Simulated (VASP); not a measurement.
Crystal: RbBr.

```xyz
2
Lattice="0.0000 3.4608 3.4608 3.4089 0.0000 3.4608 3.4089 3.4608 0.0000" Properties=species:S:1:pos:R:3 pbc="T T T"
Rb    0.0000    0.0000    0.0000
Br    3.4089    3.4608    3.4608
```

This cell differs from its parent crystal: uniaxial x strain -1.5%.

Base run:

```yaml
Program: VASP 6.6.1
Functional: PBE
Potentials_or_basis: VASP PAW PBE potentials, release 64 (Rb_sv, Br)
Cutoff: 520 eV
k_mesh: 6 × 6 × 6
Occupations: fermi-dirac, width 0.02 eV
Spin: no spin polarisation
```

Its results: band gap on the k mesh 4.31 eV; pressure 0.8 GPa.

Question: The run is repeated on the same cell with these changes: functional from PBE to r2SCAN; occupations from fermi-dirac, width 0.02 eV to gaussian, width 0.01 eV. What comes out?

Answer: Band gap on the k mesh 4.92 eV; pressure 0.3 GPa.

Caveats: the PAW data sets were made with another functional, which shifts forces and pressure a little (at least some runs).

